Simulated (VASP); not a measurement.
# LaGa2 (P6/mmm) in VASP: notebook

The runs below take LaGa2 through single point, with LDA.

Program: VASP 6.6.1. These are calculated values, not measurements. Logs are shortened: lines on timing, memory, paths and dates and some standing lists are left out, and cuts for length are marked.

## Step 1: The cell of the first run

The structure is hexagonal, space group P6/mmm (No. 191). The conventional cell has a = 4.432 Å, b = 4.432 Å, c = 4.531 Å, α = 90.00°, β = 90.00°, γ = 120.00°. Within 4.6 Å of La (site symmetry 6/mmm) lie 12 Ga at 3.42 Å and 8 La at 4.43 to 4.53 Å. Ga (site symmetry -6m2) has 3 Ga at 2.56 Å and 6 La at 3.42 Å within 3.5 Å.

## Step 2: Single point, LDA

INCAR reads:

```
SYSTEM = LaGa2
PREC = Accurate
ENCUT = 520
EDIFF = 1E-6
ISMEAR = -1
SIGMA = 0.3
LREAL = .False.
LASPH = .True.
NELM = 60
ALGO = Normal
ISIF = 2
LWAVE = .False.
LCHARG = .False.
GGA = CA
NBANDS = 26
```

KPOINTS reads:

```
regular mesh
0
Gamma
  8 8 7
  0 0 0
```

POSCAR reads:

```
LaGa2
1.0
    4.4322576538      0.0000000000      0.0000000000
   -2.2161288269      3.8384479866      0.0000000000
    0.0000000000      0.0000000000      4.5307522683
La Ga
1 2
Direct
    0.0000000000      0.0000000000      0.0000000000
    0.3333333333      0.6666666667      0.5000000000
    0.6666666667      0.3333333333      0.5000000000
```

Potentials or basis: VASP PAW LDA potentials, release 64 (La, Ga_d).

The run is started by

```console
cat potpaw_LDA.64/La/POTCAR potpaw_LDA.64/Ga_d/POTCAR > POTCAR
mpirun -np 1 vasp_std > vasp.out
```

OUTCAR:

```text
SYSTEM = LaGa2
   PREC = Accurate
   ENCUT = 520
   EDIFF = 1E-6
   ISMEAR = -1
   LREAL = .False.
   LASPH = .True.
   NELM = 60
   ISIF = 2
   GGA = CA

 ion  position               nearest neighbor table
   1  0.000  0.000  0.000-
   2  0.333  0.667  0.500-   3 2.56   3 2.56   3 2.56
   3  0.667  0.333  0.500-   2 2.56   2 2.56   2 2.56

  LATTYP: Found a hexagonal cell.
 ALAT       =     4.4322576538
 C/A-ratio  =     1.0222222222

  Lattice vectors:

 A1 = (   4.4322576538,   0.0000000000,   0.0000000000)
 A2 = (  -2.2161288269,   3.8384479866,   0.0000000000)
 A3 = (   0.0000000000,   0.0000000000,   4.5307522683)

Analysis of symmetry for initial positions (statically):
=====================================================================
 Subroutine PRICEL returns:
 Original cell was already a primitive cell.

 Routine SETGRP: Setting up the symmetry group for a
 hexagonal supercell.

 Subroutine GETGRP returns: Found 24 space group operations
 (whereof 24 operations were pure point group operations)
 out of a pool of 24 trial point group operations.

The static configuration has the point symmetry D_6h.

Analysis of symmetry for dynamics (positions and initial velocities):
=====================================================================
 Subroutine PRICEL returns:
 Original cell was already a primitive cell.

 Routine SETGRP: Setting up the symmetry group for a
 hexagonal supercell.

 Subroutine GETGRP returns: Found 24 space group operations
 (whereof 24 operations were pure point group operations)
 out of a pool of 24 trial point group operations.

The dynamic configuration has the point symmetry D_6h.

 Subroutine INISYM returns: Found 24 space group operations
 (whereof 24 operations are pure point group operations),
 and found     1 'primitive' translations

----------------------------------------------------------------------------------------

                                     Primitive cell

  volume of cell :      77.0816

  direct lattice vectors                    reciprocal lattice vectors
     4.432257654  0.000000000  0.000000000     0.225618653  0.130260981  0.000000000
[... 76 lines left out ...]
   NGX,Y,Z   is equivalent  to a cutoff of  13.50, 13.50, 13.21 a.u.
   NGXF,Y,Z  is equivalent  to a cutoff of  27.01, 27.01, 26.42 a.u.
 SYSTEM =  LaGa2
   PREC   = accura    normal or accurate (medium, high low for compatibility)
   ISTART =      0    job   : 0-new  1-cont  2-samecut
   ICHARG =      2    charge: 1-file 2-atom 10-const
   ISPIN  =      1    spin polarized calculation?
   LNONCOLLINEAR =      F non collinear calculations
   LSORBIT =      F    spin-orbit coupling
   LASPH  =      T    aspherical Exc in radial PAW
   ENCUT  =  520.0 eV  38.22 Ry    6.18 a.u.   8.24  8.24  8.42*2*pi/ulx,y,z
   NELM   =     60;   NELMIN=  2; NELMDL= -5     # of ELM steps
   EDIFF  = 0.1E-05   stopping-criterion for ELM
   LREAL  =      F    real-space projection
   EDIFFG = 0.1E-04   stopping-criterion for IOM
   NSW    =      0    number of steps for IOM
   IBRION =     -1    ionic relax: 0-MD 1-quasi-New 2-CG
   NFREE  =      0    steps in history (QN), initial steepest desc. (CG)
   ISIF   =      2    stress and relaxation
   ISYM   =      2    0-nonsym 1-usesym 2-fastsym
   POTIM  = 0.5000    time-step for ionic-motion
   TEBEG  =    0.0;   TEEND  =   0.0 temperature during run
   PSTRESS=    0.0 pullay stress
   NELECT =      37.0000    total number of electrons
   NUPDOWN=      -1.0000    fix difference up-down
   EMIN   =  10.00;   EMAX   =-10.00  energy-range for DOS
   EFERMI =   0.00;   METHOD = LEGACY
   ISMEAR =    -1;   SIGMA  =   0.30  broadening in eV -4-tet -1-fermi 0-gaus
   EFERMI_NEDOS =   21; number of points for ismear=-14 and -15
   IALGO  =     38    algorithm
   IMIX   =      4    mixing-type and parameters
     AMIX     =   0.40;   BMIX     =  1.00
     AMIX_MAG =   1.60;   BMIX_MAG =  1.00
  volume/ion in A,a.u.               =      25.69       173.39
  Fermi-wavevector in a.u.,A,eV,Ry     =   1.281814  2.422278 22.355021  1.643048
  Thomas-Fermi vector in A             =   2.414162
   LORBIT       =      0    0 simple, 1 ext, 2 COOP (PROOUT), +10 PAW based schemes
   GGA     = CA    functional components
   LHFCALC =     F    Hartree Fock is set to
   AEXX    =    0.0000 exact exchange contribution
   IVDW    =     0    specifies the selected vdW correction
   LEPSILON=     F    determine dielectric tensor
   LRPA    =     F    only Hartree local field effects (RPA)
 non-spin polarized calculation
  energy-cutoff  :      520.00
  volume of cell :       77.08
 maximum number of plane-waves:      2099
 NGX is ok and might be reduce to    36
   NGX = 17   NGY = 17   NGZ = 17

 number of electron      37.0000025 magnetization

 Free energy of the ion-electron system (eV)
  ---------------------------------------------------
  ext. energy  EPLUGINS =         0.00000000
  ---------------------------------------------------
  free energy    TOTEN  =       -14.96230755 eV

  energy without entropy =      -14.35597725  energy(sigma->0) =      -14.65914240

 E-fermi :   5.8781     XC(G=0): -10.3594

 val. band max:        5.8729423895   @ k =   0.0000   0.0000   0.1429
 cond. band min:       5.9351430852   @ k =   0.2500  -0.0000   0.4286
 fundamental gap:      0.0622006957
 Fermi energy:         5.8780649592

 k-point     1 :       0.0000    0.0000    0.0000
  band No.  band energies     occupation
      1     -26.7180      2.00000
      2     -10.4547      2.00000
      3     -10.3319      2.00000
      4     -10.3319      2.00000
      5      -8.8623      2.00000
      6      -8.8113      2.00000
[... 685 lines left out ...]
     25       7.8266      0.00302
     26       7.8478      0.00281

 [... further k-points ...]
[... 5 lines left out ...]
  --------------------------------------------------------------------------------------
  -------------------------------------------------------------------------------------
  Total       -3.9151413     -3.9151418     -3.1205167      0.0000000      0.0000000      0.0000000
  in kB      -81.3780070    -81.3780181    -64.8613697      0.0000000      0.0000000      0.0000000
  external PRESSURE =     -75.8724649 kB  Pullay stress =       0.0000000 kB

 VOLUME and BASIS-vectors are now :
 -----------------------------------------------------------------------------
  energy-cutoff  :      520.00
  volume of cell :       77.08
      direct lattice vectors                 reciprocal lattice vectors
     4.432257654  0.000000000  0.000000000     0.225618653  0.130260981  0.000000000
    -2.216128827  3.838447987  0.000000000     0.000000000  0.260521962  0.000000000
     0.000000000  0.000000000  4.530752268     0.000000000  0.000000000  0.220713899

 POSITION                                       TOTAL-FORCE (eV/Angst)
 -----------------------------------------------------------------------------------
      0.00000      0.00000      0.00000        -0.000000      0.000000     -0.000000
     -0.00000      2.55897      2.26538        -0.000000      0.000000      0.000000
      2.21613      1.27948      2.26538         0.000000     -0.000000     -0.000000
 -----------------------------------------------------------------------------------
    total drift:                                0.000000      0.000000     -0.000000

  FREE ENERGIE OF THE ION-ELECTRON SYSTEM (eV)
  ---------------------------------------------------
  free  energy   TOTEN  =       -14.9623075535 eV

  energy  without entropy=      -14.3559772482  energy(sigma->0) =      -14.65914240
```

OSZICAR:

```text
N       E                     dE             d eps       ncg     rms          rms(c)
DAV:   1     0.272252678194E+03    0.27225E+03   -0.15869E+04  2120   0.234E+03
DAV:   2     0.256481876111E+02   -0.24660E+03   -0.23460E+03  2428   0.393E+02
DAV:   3    -0.115256399038E+02   -0.37174E+02   -0.35669E+02  2448   0.152E+02
DAV:   4    -0.149261949462E+02   -0.34006E+01   -0.30750E+01  3616   0.375E+01
DAV:   5    -0.150983775487E+02   -0.17218E+00   -0.17110E+00  3214   0.698E+00    0.290E+00
DAV:   6    -0.149959783848E+02    0.10240E+00   -0.33786E-01  3250   0.676E+00    0.160E+00
DAV:   7    -0.149638430640E+02    0.32135E-01   -0.81874E-02  3162   0.228E+00    0.375E-01
DAV:   8    -0.149624359577E+02    0.14071E-02   -0.93242E-03  3320   0.906E-01    0.107E-01
DAV:   9    -0.149622817988E+02    0.15416E-03   -0.10676E-03  3642   0.221E-01    0.230E-02
DAV:  10    -0.149622862407E+02   -0.44419E-05   -0.19714E-04  3320   0.888E-02    0.828E-03
DAV:  11    -0.149622937264E+02   -0.74857E-05   -0.74453E-05  3268   0.334E-02    0.393E-03
DAV:  12    -0.149622978980E+02   -0.41716E-05   -0.37367E-05  2110   0.105E-02    0.752E-04
DAV:  13    -0.149623006213E+02   -0.27233E-05   -0.26957E-05  1696   0.651E-03    0.253E-04
DAV:  14    -0.149623026446E+02   -0.20232E-05   -0.20010E-05  1652   0.392E-03    0.186E-04
DAV:  15    -0.149623042916E+02   -0.16471E-05   -0.16281E-05  1502   0.326E-03    0.799E-05
DAV:  16    -0.149623056074E+02   -0.13158E-05   -0.13016E-05  1374   0.245E-03    0.478E-05
DAV:  17    -0.149623066962E+02   -0.10888E-05   -0.10793E-05  1336   0.218E-03    0.326E-05
DAV:  18    -0.149623075535E+02   -0.85724E-06   -0.85086E-06  1292   0.178E-03
   1 F= -.14962308E+02 E0= -.14659142E+02  d E =-.606330E+00
```

It took 45 s on 1 thread of Intel Xeon 6975P-C (Granite Rapids), shared host; peak memory 0.23 GiB.

Results:

```
Free energy            : -14.9623 eV
Pressure               : -7.6 GPa
Band gap on the k mesh : zero (an odd number of electrons rules out a gap without spin polarisation)
```

Stress tensor (GPa, compression positive):
```
-8.14  0.00  0.00
 0.00 -8.14  0.00
 0.00  0.00 -6.49
```

Caveat: the cell stands under tension; so wide a smearing shifts energies and pressures; spin-orbit coupling is left out, which moves the levels of the heavy elements.

## Step 3: Single point, LDA

This run uses another cell than the first one, of 26.65 Å³/atom.

INCAR reads:

```
SYSTEM = LaGa2
  ALGO = Normal
  EDIFF = 1E-7
  ENCUT = 520
  GGA = CA
  ISIF = 2
  ISMEAR = -1
  LASPH = .TRUE.
  LCHARG = .TRUE.
  LELF = .TRUE.
  LREAL = .FALSE.
  LVHAR = .TRUE.
  LWAVE = .FALSE.
  NBANDS = 26
  NELM = 60
  PREC = Accurate
  SIGMA = 0.3
```

KPOINTS reads:

```
k-points
0
G
  8 8 7
  0 0 0
```

POSCAR reads:

```
LaGa2
1.0
    4.4863149040      0.0000000000      0.0000000000
   -2.2431574520      3.8852629417      0.0000000000
    0.0000000000      0.0000000000      4.5860107908
La Ga
1 2
Direct
    0.0000000000      0.0000000000      0.0000000000
    0.3333333333      0.6666666667      0.5000000000
    0.6666666667      0.3333333333      0.5000000000
```

Potentials or basis: VASP PAW LDA potentials, release 64 (La, Ga_d).

The run is started by

```console
cat potpaw_LDA.64/La/POTCAR potpaw_LDA.64/Ga_d/POTCAR > POTCAR
mpirun -np 1 vasp_std > vasp.out
```

It took 87 s on 1 thread of Intel Xeon 6975P-C (Granite Rapids), shared host; peak memory 0.23 GiB.

Results (log left out):

- Free energy: -14.8160 eV
- Pressure: -8.8 GPa
- Band gap on the k mesh: zero (an odd number of electrons rules out a gap without spin polarisation)

Stress tensor (GPa, compression positive):
```
-9.41  0.00  0.00
 0.00 -9.41  0.00
 0.00  0.00 -7.55
```

Levels at points of the mesh, in eV from the Fermi level:
| k point | band 15 | band 16 | band 17 | band 18 | band 19 | band 20 | band 21 | band 22 | band 23 | band 24 |
| --- | --- | --- | --- | --- | --- | --- | --- | --- | --- | --- |
| (0.00, 0.00, 0.00) | -8.69 | -0.70 | -0.70 | -0.25 | -0.24 | -0.20 | 1.54 | 1.54 | 1.73 | 1.73 |
| (0.50, 0.00, 0.00) | -6.56 | -5.76 | -0.99 | -0.80 | -0.72 | 1.26 | 1.60 | 1.70 | 1.84 | 1.85 |

Caveat: the cell stands under tension; so wide a smearing shifts energies and pressures; spin-orbit coupling is left out, which moves the levels of the heavy elements.
